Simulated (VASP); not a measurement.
Set up this calculation in VASP 6.6.1, as the native input.

```yaml
Task: single point
Functional: PBE
Potentials_or_basis: VASP PAW PBE potentials, release 64 (Eu)
Cutoff: 520 eV
k_mesh: 14 × 14 × 14
Occupations: fermi-dirac, width 0.08 eV
Spin: collinear spin, ferromagnetic start
Starting_moments: "[7.0] μB"
Dipole_correction: no
Further_INCAR_settings: ALGO = Normal; EDIFF = 1e-06; NBANDS = 18
```

The structure of Eu lies in POSCAR:

```
Eu
1.0
    0.0000000000      2.3249309904      2.3249309904
    2.3249309904      0.0000000000      2.3249309904
    2.3249309904      2.3249309904      0.0000000000
Eu
1
Direct
    0.0000000000      0.0000000000      0.0000000000
```

This isn't the form of Eu at room conditions, which is bcc.

These files were run (other wordings do the same):

INCAR

```
PREC = Accurate ; ENCUT = 520
EDIFF = 1E-6 ; ISMEAR = -1
SIGMA = 0.08 ; LREAL = False
LASPH = True ; NELM = 150
ALGO = Normal ; ISIF = 2
LWAVE = False ; LCHARG = False
ISPIN = 2 ; MAGMOM = 7
LORBIT = 11 ; LMAXMIX = 6
GGA = PE ; NBANDS = 18
```

KPOINTS

```
Automatic mesh
0
Gamma
  14 14 14
```

Potentials or basis: VASP PAW PBE potentials, release 64 (Eu).

Launch:

```console
$ cat potpaw_PBE.64/Eu/POTCAR > POTCAR
$ mpirun -np 1 vasp_std > vasp.out
```

Results of the run:

- Pressure: 16.9 GPa
- Net moment: 7.23 μB per cell
- Site moments: Eu +6.67 μB
- Valence electrons inside the program's atomic spheres: Eu 14.96

Caveat: the cell stands under pressure.

Wall time 2.1 min on 1 thread of Oxide Virtual Turin-like Processor, on a shared host, peak memory 0.18 GiB.
